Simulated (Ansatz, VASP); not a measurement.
**Ru2Rh: VASP beside Ansatz**

INCAR

```
SYSTEM = Ru2Rh
ALGO = Normal ; DIPOL = 0.5 0.5 0.500
EDIFF = 1E-6 ; ENCUT = 520
GGA = PE ; IDIPOL = 3
ISIF = 2 ; ISMEAR = -1
LASPH = .True. ; LCHARG = .False.
LDIPOL = .True. ; LREAL = .False.
LWAVE = .False. ; NBANDS = 28
NELM = 80 ; PREC = Accurate
SIGMA = 0.08
```

KPOINTS

```
k-points
0
Gamma
  14 14 1
  0 0 0
```

Contents of POSCAR:

```
Ru2Rh
1.0
    2.7207384563      0.0000000000      0.0000000000
   -1.3603692282      2.3562286202      0.0000000000
    0.0000000000      0.0000000000     20.2961000000
Ru Rh
2 1
Direct
    0.0000000000      0.0000000000      0.3980803413
    0.0000000000      0.0000000000      0.6019196604
    0.3333333333      0.6666666667      0.4999999983
```

Input for Ansatz:

```yaml
crystal:
  lattice:
    - [2.7207384563, 0.0, 0.0]
    - [-1.3603692282, 2.3562286202, 0.0]
    - [0.0, 0.0, 20.2961]
  atoms:
    - { symbol: Ru, position: [0.0, 0.0, 0.3980803413] }
    - { symbol: Rh, position: [0.3333333333, 0.6666666667, 0.4999999983] }
    - { symbol: Ru, position: [0.0, 0.0, 0.6019196604] }
kpoints:
  mp_grid: { grid: [14, 14, 1] }
scf:
  occupations: { method: fermi_dirac, width: 0.08 }
hamiltonian:
  xc: pbe
  pseudopotentials: { kind: paw }
output:
  forces: true
  stress: true
  eigenvalues: true
efield:
  axis: 3
  amplitude: 0
  dipole_correction: true
```

Alike in both runs: task single point; functional PBE; k mesh 14 × 14 × 1; occupations fermi-dirac, width 0.08 eV; no spin polarisation.

```csv
,VASP,Ansatz
version,VASP 6.6.1,Ansatz 0.2.0
potentials or method,"VASP PAW PBE potentials, release 64 (Ru_pv, Rh_pv)","PAW with Ansatz's default frozen-core files, scalar-relativistic"
plane-wave cutoff (eV),520,420
valence electrons in the cell,43,49
```

VASP gave:

```
rms of the force components (eV/Å) : 0.277
```

Q: Estimate Ansatz's values.

A: rms of the force components (eV/Å): 0.272.

VASP's potentials hold 43 valence electrons a cell and Ansatz's 49, so a difference there can come from the potentials and not from the codes.
